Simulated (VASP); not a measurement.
# AlGa3N4 (P-42m) in VASP: single point with PBEsol

Aim: the single point of AlGa3N4 with PBEsol.

Program: VASP 6.6.1. These are calculated values, not measurements. Logs are shortened: lines on timing, memory, paths and dates and some standing lists are left out, and cuts for length are marked.

### Step 1. The cell of the first run

Symmetry: P-42m, No. 111, tetragonal system. Conventional cell: a = 4.691 Å, b = 4.691 Å, c = 4.356 Å, α = 90.00°, β = 90.00°, γ = 90.00°. Al (site symmetry -42m) has 4 N at 1.94 Å within 2.6 Å. Ga (site symmetry -42m) has 4 N at 2.00 Å within 2.7 Å. Ga (site symmetry 222) has 4 N at 2.00 Å within 2.6 Å. Within 2.6 Å of N (site symmetry m) lie 1 Al at 1.94 Å and 3 Ga at 2.00 Å.

### Step 2. Single point, PBEsol (strain +0.050 along x and y, -0.025 along z)

INCAR

```
SYSTEM = AlGa3N4
  PREC = Accurate
  ENCUT = 520
  EDIFF = 1E-6
  ISMEAR = 0
  SIGMA = 0.05
  LREAL = .FALSE.
  LASPH = .TRUE.
  NELM = 60
  ALGO = Normal
  ISIF = 2
  LWAVE = .FALSE.
  LCHARG = .TRUE.
  GGA = PS
  LELF = .TRUE.
  LVHAR = .TRUE.
  NBANDS = 41
```

KPOINTS

```
regular mesh
0
G
  6 6 6
  0 0 0
```

POSCAR

```
AlGa3N4
1.0
    4.6910093379      0.0000000000      0.0000000000
    0.0000000000      4.6910093379      0.0000000000
    0.0000000000      0.0000000000      4.3559372424
Al Ga N
1 3 4
Direct
    0.0000000000      0.0000000000      0.0000000000
    0.5000000000      0.5000000000      0.0000000000
    0.5000000000      0.0000000000      0.5000000000
    0.0000000000      0.5000000000      0.5000000000
    0.7550309200      0.7550309200      0.2449690800
    0.7550309200      0.2449690800      0.7550309200
    0.2449690800      0.7550309200      0.7550309200
    0.2449690800      0.2449690800      0.2449690800
```

Potentials or basis: VASP PAW PBE potentials, release 64 (Al, Ga_d, N).

Launch:

```bash
cat potpaw_PBE.64/Al/POTCAR potpaw_PBE.64/Ga_d/POTCAR potpaw_PBE.64/N/POTCAR > POTCAR
mpirun -np 1 vasp_std > vasp.out
```

OUTCAR:

```text
SYSTEM = AlGa3N4
   PREC = Accurate
   ENCUT = 520
   EDIFF = 1E-6
   ISMEAR = 0
   LREAL = .FALSE.
   LASPH = .TRUE.
   NELM = 60
   ISIF = 2
   GGA = PS

 ion  position               nearest neighbor table
   1  0.000  0.000  0.000-   5 1.94   6 1.94   7 1.94   8 1.94
   2  0.500  0.500  0.000-   5 2.00   6 2.00   7 2.00   8 2.00
   3  0.500  0.000  0.500-   5 2.00   6 2.00   7 2.00   8 2.00
   4  0.000  0.500  0.500-   5 2.00   6 2.00   7 2.00   8 2.00
   5  0.755  0.755  0.245-   1 1.94   3 2.00   4 2.00   2 2.00
   6  0.755  0.245  0.755-   1 1.94   3 2.00   4 2.00   2 2.00
   7  0.245  0.755  0.755-   1 1.94   3 2.00   4 2.00   2 2.00
   8  0.245  0.245  0.245-   1 1.94   3 2.00   4 2.00   2 2.00

  LATTYP: Found a simple tetragonal cell.
 ALAT       =     4.6910093379
 C/A-ratio  =     0.9285714286

  Lattice vectors:

 A1 = (   4.6910093379,   0.0000000000,   0.0000000000)
 A2 = (   0.0000000000,   4.6910093379,   0.0000000000)
 A3 = (   0.0000000000,   0.0000000000,   4.3559372424)

Analysis of symmetry for initial positions (statically):
=====================================================================
 Subroutine PRICEL returns:
 Original cell was already a primitive cell.

 Routine SETGRP: Setting up the symmetry group for a
 simple tetragonal supercell.

 Subroutine GETGRP returns: Found  8 space group operations
 (whereof  8 operations were pure point group operations)
 out of a pool of 16 trial point group operations.

The static configuration has the point symmetry D_2d.

Analysis of symmetry for dynamics (positions and initial velocities):
=====================================================================
 Subroutine PRICEL returns:
 Original cell was already a primitive cell.

 Routine SETGRP: Setting up the symmetry group for a
 simple tetragonal supercell.

 Subroutine GETGRP returns: Found  8 space group operations
 (whereof  8 operations were pure point group operations)
 out of a pool of 16 trial point group operations.

The dynamic configuration has the point symmetry D_2d.

 Subroutine INISYM returns: Found  8 space group operations
 (whereof  8 operations are pure point group operations),
 and found     1 'primitive' translations

----------------------------------------------------------------------------------------

                                     Primitive cell

  volume of cell :      95.8549

  direct lattice vectors                    reciprocal lattice vectors
     4.691009338  0.000000000  0.000000000     0.213173739  0.000000000  0.000000000
     0.000000000  4.691009338  0.000000000     0.000000000  0.213173739  0.000000000
     0.000000000  0.000000000  4.355937242     0.000000000  0.000000000  0.229571719

  length of vectors
     4.691009338  4.691009338  4.355937242     0.213173739  0.213173739  0.229571719

  position of ions in fractional coordinates (direct lattice)
     0.000000000  0.000000000  0.000000000
     0.500000000  0.500000000  0.000000000
     0.500000000  0.000000000  0.500000000
     0.000000000  0.500000000  0.500000000
     0.755030920  0.755030920  0.244969080
     0.755030920  0.244969080  0.755030920
     0.244969080  0.755030920  0.755030920
     0.244969080  0.244969080  0.244969080

  ion indices of the primitive-cell ions
   primitive index   ion index
                 1           1
                 2           2
                 3           3
                 4           4
                 5           5
                 6           6
                 7           7
                 8           8

----------------------------------------------------------------------------------------

 KPOINTS: regular mesh

Automatic generation of k-mesh.
 Grid dimensions read from file:
 generate k-points for:    6    6    6

 Generating k-lattice:

  Cartesian coordinates                     Fractional coordinates (reciprocal lattice)
     0.035528956  0.000000000  0.000000000     0.166666667  0.000000000  0.000000000
     0.000000000  0.035528956  0.000000000     0.000000000  0.166666667  0.000000000
     0.000000000  0.000000000  0.038261953     0.000000000  0.000000000  0.166666667

  Length of vectors
     0.035528956  0.035528956  0.038261953

  Shift w.r.t. Gamma in fractional coordinates (k-lattice)
     0.000000000  0.000000000  0.000000000

 Subroutine IBZKPT returns following result:
 ===========================================

 Found     40 irreducible k-points:

 Following reciprocal coordinates:
            Coordinates               Weight
  0.000000  0.000000  0.000000      1.000000
  0.166667  0.000000  0.000000      4.000000
  0.333333  0.000000  0.000000      4.000000
  0.500000  0.000000  0.000000      2.000000
  0.166667  0.166667  0.000000      4.000000
  0.333333  0.166667  0.000000      8.000000
[... 16 lines left out ...]
  0.333333  0.000000  0.333333      8.000000
  0.500000  0.000000  0.333333      4.000000
 [... further k-points ...]
   k-points           NKPTS =     40   k-points in BZ     NKDIM =     40   number of bands    NBANDS=     41
   number of dos      NEDOS =    301   number of ions     NIONS =      8
   total plane-waves  NPLWV =  41472
   dimension x,y,z NGX =    36 NGY =   36 NGZ =   32
   dimension x,y,z NGXF=    72 NGYF=   72 NGZF=   64
   ions per type =               1   3   4
   NGX,Y,Z   is equivalent  to a cutoff of  12.76, 12.76, 12.21 a.u.
   NGXF,Y,Z  is equivalent  to a cutoff of  25.52, 25.52, 24.43 a.u.
 SYSTEM =  AlGa3N4
   PREC   = accura    normal or accurate (medium, high low for compatibility)
   ISTART =      0    job   : 0-new  1-cont  2-samecut
   ICHARG =      2    charge: 1-file 2-atom 10-const
   ISPIN  =      1    spin polarized calculation?
   LNONCOLLINEAR =      F non collinear calculations
   LSORBIT =      F    spin-orbit coupling
   LASPH  =      T    aspherical Exc in radial PAW
   ENCUT  =  520.0 eV  38.22 Ry    6.18 a.u.   8.72  8.72  8.10*2*pi/ulx,y,z
   NELM   =     60;   NELMIN=  2; NELMDL= -5     # of ELM steps
   EDIFF  = 0.1E-05   stopping-criterion for ELM
   LREAL  =      F    real-space projection
[... 7 lines left out ...]
   TEBEG  =    0.0;   TEEND  =   0.0 temperature during run
   PSTRESS=    0.0 pullay stress
   NELECT =      62.0000    total number of electrons
   NUPDOWN=      -1.0000    fix difference up-down
   EMIN   =  10.00;   EMAX   =-10.00  energy-range for DOS
   EFERMI =   0.00;   METHOD = LEGACY
   ISMEAR =     0;   SIGMA  =   0.05  broadening in eV -4-tet -1-fermi 0-gaus
   EFERMI_NEDOS =   21; number of points for ismear=-14 and -15
   IALGO  =     38    algorithm
   IMIX   =      4    mixing-type and parameters
     AMIX     =   0.40;   BMIX     =  1.00
     AMIX_MAG =   1.60;   BMIX_MAG =  1.00
  volume/ion in A,a.u.               =      11.98        80.86
  Fermi-wavevector in a.u.,A,eV,Ry     =   1.415796  2.675466 27.272580  2.004478
  Thomas-Fermi vector in A             =   2.537197
   LORBIT       =      0    0 simple, 1 ext, 2 COOP (PROOUT), +10 PAW based schemes
   GGA     = PS    functional components
   LHFCALC =     F    Hartree Fock is set to
   AEXX    =    0.0000 exact exchange contribution
   IVDW    =     0    specifies the selected vdW correction
   LEPSILON=     F    determine dielectric tensor
   LRPA    =     F    only Hartree local field effects (RPA)
 non-spin polarized calculation
 Gauss-broadening in eV      SIGMA  =   0.05
  energy-cutoff  :      520.00
  volume of cell :       95.85
 maximum number of plane-waves:      2624
 NGX is ok and might be reduce to    36
   NGX = 17   NGY = 17   NGZ = 17

 number of electron      61.9999989 magnetization

 Free energy of the ion-electron system (eV)
  ---------------------------------------------------
  ext. energy  EPLUGINS =         0.00000000
  ---------------------------------------------------
  free energy    TOTEN  =       -54.57361511 eV

  energy without entropy =      -54.57361511  energy(sigma->0) =      -54.57361511

 E-fermi :   5.0058     XC(G=0): -11.3821

 val. band max:        4.7806116118   @ k =   0.0000   0.0000   0.0000
 cond. band min:       6.3861355065   @ k =   0.0000   0.0000   0.0000
 fundamental gap:      1.6055238947
 Fermi energy:         5.0058089777

 k-point     1 :       0.0000    0.0000    0.0000
  band No.  band energies     occupation
      1     -10.5422      2.00000
      2      -9.5560      2.00000
      3      -9.5560      2.00000
      4      -9.5551      2.00000
      5      -8.5328      2.00000
      6      -8.5275      2.00000
[... 33 lines left out ...]
     40      14.9382      0.00000
     41      14.9531      0.00000

 k-point     2 :       0.1667    0.0000    0.0000
  band No.  band energies     occupation
      1     -10.4477      2.00000
      2      -9.5793      2.00000
      3      -9.5629      2.00000
      4      -9.5476      2.00000
      5      -8.5309      2.00000
      6      -8.5241      2.00000
[... 33 lines left out ...]
     40      14.8082      0.00000
     41      15.4489      0.00000

 k-point     3 :       0.3333    0.0000    0.0000
  band No.  band energies     occupation
      1     -10.2004      2.00000
      2      -9.6685      2.00000
      3      -9.5680      2.00000
      4      -9.5413      2.00000
      5      -8.5096      2.00000
      6      -8.5045      2.00000
[... 33 lines left out ...]
     40      14.9264      0.00000
     41      15.0423      0.00000

 k-point     4 :       0.5000    0.0000    0.0000
  band No.  band energies     occupation
      1      -9.9683      2.00000
      2      -9.8116      2.00000
      3      -9.5699      2.00000
      4      -9.5389      2.00000
      5      -8.4855      2.00000
      6      -8.4817      2.00000
[... 825 lines left out ...]
     40      14.6400      0.00000
     41      15.0410      0.00000

 k-point    23 :       0.3333    0.0000    0.3333
  band No.  band energies     occupation
      1      -9.9615      2.00000
      2      -9.6503      2.00000
      3      -9.6033      2.00000
      4      -9.5795      2.00000
      5      -8.5209      2.00000
      6      -8.5023      2.00000
[... 33 lines left out ...]
     40      13.7683      0.00000
     41      13.9117      0.00000

 k-point    24 :       0.5000    0.0000    0.3333
  band No.  band energies     occupation
      1      -9.8545      2.00000
      2      -9.7034      2.00000
      3      -9.5968      2.00000
      4      -9.5921      2.00000
      5      -8.5141      2.00000
      6      -8.5085      2.00000
[... 33 lines left out ...]
     40      13.3849      0.00000
     41      13.5387      0.00000

 [... further k-points ...]

------------------------ aborting loop because EDIFF is reached ----------------------------------------

  FORCE on cell =-STRESS in cart. coord.  units (eV):
  Direction    XX          YY          ZZ          XY          YZ          ZX
  --------------------------------------------------------------------------------------
  -------------------------------------------------------------------------------------
  Total       -8.9862875     -8.9862875     -4.0754468      0.0000000      0.0000000      0.0000000
  in kB     -150.2023337   -150.2023337    -68.1195234      0.0000000      0.0000000      0.0000000
  external PRESSURE =    -122.8413970 kB  Pullay stress =       0.0000000 kB

 VOLUME and BASIS-vectors are now :
 -----------------------------------------------------------------------------
  energy-cutoff  :      520.00
  volume of cell :       95.85
      direct lattice vectors                 reciprocal lattice vectors
     4.691009338  0.000000000  0.000000000     0.213173739  0.000000000  0.000000000
     0.000000000  4.691009338  0.000000000     0.000000000  0.213173739  0.000000000
     0.000000000  0.000000000  4.355937242     0.000000000  0.000000000  0.229571719

 POSITION                                       TOTAL-FORCE (eV/Angst)
 -----------------------------------------------------------------------------------
      0.00000      0.00000      0.00000         0.000000      0.000000      0.000000
      2.34550      2.34550      0.00000         0.000000      0.000000      0.000000
      2.34550      0.00000      2.17797         0.000000      0.000000      0.000000
      0.00000      2.34550      2.17797         0.000000      0.000000      0.000000
      3.54186      3.54186      1.06707        -0.026672     -0.026672     -0.050079
      3.54186      1.14915      3.28887        -0.026672      0.026672      0.050079
      1.14915      3.54186      3.28887         0.026672     -0.026672      0.050079
      1.14915      1.14915      1.06707         0.026672      0.026672     -0.050079
 -----------------------------------------------------------------------------------
    total drift:                               -0.000000     -0.000000     -0.000000

  FREE ENERGIE OF THE ION-ELECTRON SYSTEM (eV)
  ---------------------------------------------------
  free  energy   TOTEN  =       -54.5736151146 eV

  energy  without entropy=      -54.5736151146  energy(sigma->0) =      -54.57361511
```

Run time: 4.7 min. Hardware: 1 thread of Intel Xeon 8259CL, shared host; peak memory 0.27 GiB.

What came out:

```yaml
Free_energy: -54.5736 eV
Pressure: -12.3 GPa
Largest_force: 0.063 eV/Å
Band_gap_on_the_k_mesh: 1.61 eV
```

Forces in eV/Å, atoms in the order of the input:
```
Al   0.000  0.000  0.000
Ga   0.000  0.000  0.000
Ga   0.000  0.000  0.000
Ga   0.000  0.000  0.000
N   -0.027 -0.027 -0.050
N   -0.027  0.027  0.050
N    0.027 -0.027  0.050
N    0.027  0.027 -0.050
```

Caveat: the cell differs from its parent crystal (strain +0.050 along x and y, -0.025 along z); the cell stands under tension; the PAW data sets were made with another functional, which shifts forces and pressure a little.
